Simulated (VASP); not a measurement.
Sb: single point with RPBE

Crystal: Sb.

```
CELL_PARAMETERS angstrom
5.47543 0.00000 0.00000
-2.73772 4.74186 0.00000
0.00000 0.00000 3.26513
ATOMIC_POSITIONS crystal
Sb 0.00000 0.00000 0.00000
Sb 0.33333 0.66667 0.50000
Sb 0.66667 0.33333 0.50000
```

This isn't the form of Sb at room conditions, which is rhombohedral.

```json
{"Program": "VASP 6.6.1", "Task": "single point", "Functional": "RPBE", "Potentials or basis": "VASP PAW PBE potentials, release 64 (Sb)", "Cutoff": "520 eV", "k mesh": "8 × 8 × 11", "Occupations": "fermi-dirac, width 0.1 eV", "Spin": "no spin polarisation", "Dipole correction": "no", "Further INCAR settings": "ALGO = Normal; EDIFF = 1e-07; NBANDS = 14"}
```

```yaml
Pressure: -0.3 GPa
Band_gap_on_the_k_mesh: zero (an odd number of electrons rules out a gap without spin polarisation)
```

Stress tensor (GPa, compression positive):
```
 0.19  0.00  0.00
 0.00  0.19  0.00
 0.00  0.00 -1.39
```

Levels at points of the mesh, in eV from the Fermi level:
```csv
k point,band 3,band 4,band 5,band 6,band 7,band 8,band 9,band 10,band 11,band 12
"(0.00, 0.00, 0.00)",-7.96,-3.73,-3.73,-3.46,-3.46,1.65,5.10,5.10,5.47,5.50
"(0.50, 0.00, 0.00)",-8.80,-5.34,-1.00,-0.77,1.01,1.38,2.06,3.21,3.23,4.83
```

It took 25 s on 1 thread of Intel(R) Xeon(R) 6975P-C (Granite Rapids), on a shared host, peak memory 0.22 GiB.

Caveat: the PAW data sets were made with another functional, which shifts forces and pressure a little; spin-orbit coupling is left out, which moves the levels of the heavy elements.
